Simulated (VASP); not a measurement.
Set up this calculation in VASP 6.6.1, as the native input.

```
Task                   : single point
Functional             : PBEsol
Potentials or basis    : VASP PAW PBE potentials, release 64 (O, Ti_sv)
Cutoff                 : 520 eV
k mesh                 : 7 × 7 × 1
Occupations            : gaussian, width 0.05 eV
Spin                   : no spin polarisation
Dipole correction      : yes
Further INCAR settings : LREAL = Auto; ALGO = Normal; EDIFF = 1e-06; NBANDS = 87
```

The structure of TiO2 lies in POSCAR:

```
TiO2
1.0
    3.7706690536      0.0000000000      0.0000000000
    0.0000000000      3.7706690536      0.0000000000
    0.0000000000      0.0000000000     28.9149260276
O Ti
12 6
Direct
    0.5000000000      0.0000000000      0.2593816077
    0.0000000000      0.0000000000      0.3139357887
    0.5000000000      0.5000000000      0.3419197339
    0.5000000000      0.0000000000      0.3964739149
    0.0000000000      0.5000000000      0.4244578601
    0.5000000000      0.5000000000      0.4790120411
    0.0000000000      0.0000000000      0.5069959863
    0.0000000000      0.5000000000      0.5615501673
    0.5000000000      0.0000000000      0.5895341125
    0.0000000000      0.0000000000      0.6440882935
    0.5000000000      0.5000000000      0.6720722387
    0.5000000000      0.0000000000      0.7266264197
    0.5000000000      0.0000000000      0.3279277613
    0.5000000000      0.5000000000      0.4104658875
    0.0000000000      0.5000000000      0.4930040137
    0.0000000000      0.0000000000      0.5755421399
    0.5000000000      0.0000000000      0.6580802661
    0.5000000000      0.5000000000      0.7406183923
```

One way to write it, as run:

INCAR

```
SYSTEM = TiO2
PREC = Accurate
ENCUT = 520
EDIFF = 1E-6
ISMEAR = 0
SIGMA = 0.05
LREAL = Auto
LASPH = .TRUE.
NELM = 80
ALGO = Normal
ISIF = 2
LWAVE = .FALSE.
LCHARG = .FALSE.
LDIPOL = .TRUE.
IDIPOL = 3
DIPOL = 0.5 0.5 0.507
GGA = PS
NBANDS = 87
```

KPOINTS

```
Automatic mesh
0
G
  7 7 1
  0 0 0
```

Potentials or basis: VASP PAW PBE potentials, release 64 (O, Ti_sv).

The run is started by

```console
$ cat potpaw_PBE.64/O/POTCAR potpaw_PBE.64/Ti_sv/POTCAR > POTCAR
$ mpirun -np 1 vasp_std > vasp.out
```

Results of the run:

```json
{
 "Largest force": "3.228 eV/Å",
 "Band gap on the k mesh": "zero (bands 72 and 73 overlap by 0.14 eV)"
}
```

Caveat: the PAW data sets were made with another functional, which shifts forces and pressure a little; semilocal functionals often make such compounds metallic where correlation or magnetic order opens a gap, which also shifts bond lengths.

Wall time 22 min on 1 thread of AMD EPYC 9R45 96-Core Processor (Zen 5) (shared host), peak memory 0.59 GiB.
